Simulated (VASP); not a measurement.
Here is a VASP 6.6.1 calculation.

INCAR

```
  PREC = Accurate
  ENCUT = 520
  EDIFF = 1E-8
  ISMEAR = 0
  SIGMA = 0.01
  LREAL = F
  LASPH = T
  NELM = 100
  ALGO = Normal
  ISIF = 2
  LWAVE = F
  LCHARG = F
  NBANDS = 11
  IBRION = 8
  NSW = 1
  LEPSILON = T
```

KPOINTS

```
Automatic mesh
0
Gamma
  14 14 14
```

POSCAR

```
BP
1.0
    0.0000000000      2.2452895335      2.2452895335
    2.2452895335      0.0000000000      2.2452895335
    2.2452895335      2.2452895335      0.0000000000
B P
1 1
Direct
    0.0000000000      0.0000000000      0.0000000000
    0.7500000000      0.7500000000      0.7500000000
```

Potentials or basis: VASP PAW LDA potentials, release 64 (B, P).

Run with:

```bash
$ cat potpaw_LDA.64/B/POTCAR potpaw_LDA.64/P/POTCAR > POTCAR
$ mpirun -np 1 vasp_std > vasp.out
```

Task: Estimate the electronic dielectric tensor (diagonal).

Result: 9.20.

Task: Estimate the Born charges (mean of the diagonal).

Result: B -0.62; P +0.62 e.

Task: Predict the highest phonon frequency at Γ, LO-TO splitting left out.

Result: 819 cm⁻¹.

Phonon frequencies in cm⁻¹ (negative: imaginary):
```
              q point        frequencies
(0.000, 0.000, 0.000)  0 0 0 819 819 819
```
